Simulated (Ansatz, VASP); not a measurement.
# HfN in VASP and in Ansatz

```
Hf N
1.0
     0.00000    2.25600    2.25600
     2.25600    0.00000    2.25600
     2.25600    2.25600    0.00000
Hf N
1 1
Cartesian
  0.0000 0.0000 0.1000
  2.2560 2.2560 2.2560
```

Alike in both runs: task single point; functional PBE; k mesh 16 × 16 × 16; occupations gaussian, width 0.02 eV; no spin polarisation.

|  | VASP | Ansatz |
| --- | --- | --- |
| version | VASP 6.6.1 | Ansatz 0.2.0 |
| potentials or method | VASP PAW PBE potentials, release 64 (Hf_pv, N), cutoff 520 eV | scalar-relativistic, plane waves, PAW |
| valence electrons in the cell | 15 | 31 |

Ansatz gave:

```
pressure (GPa)                                                : 7.8
traceless stress, the component that is largest in VASP (GPa) : 2.65
rms of the force components (eV/Å)                            : 0.705
```

Q: What did VASP give for the same quantities?

A: Pressure (GPa): 5.5; traceless stress, the component that is largest in VASP (GPa): 2.64; rms of the force components (eV/Å): 0.706.

Atom by atom the forces differ by 0.002 eV/Å (rms over components). With one functional, cell and mesh, what is left measures potentials, basis and numerics. VASP's potentials hold 15 valence electrons a cell and Ansatz's 31, so a difference there can come from the potentials and not from the codes. Ansatz's warnings: stress scf threshold loose.

Neither program's run includes spin-orbit coupling.
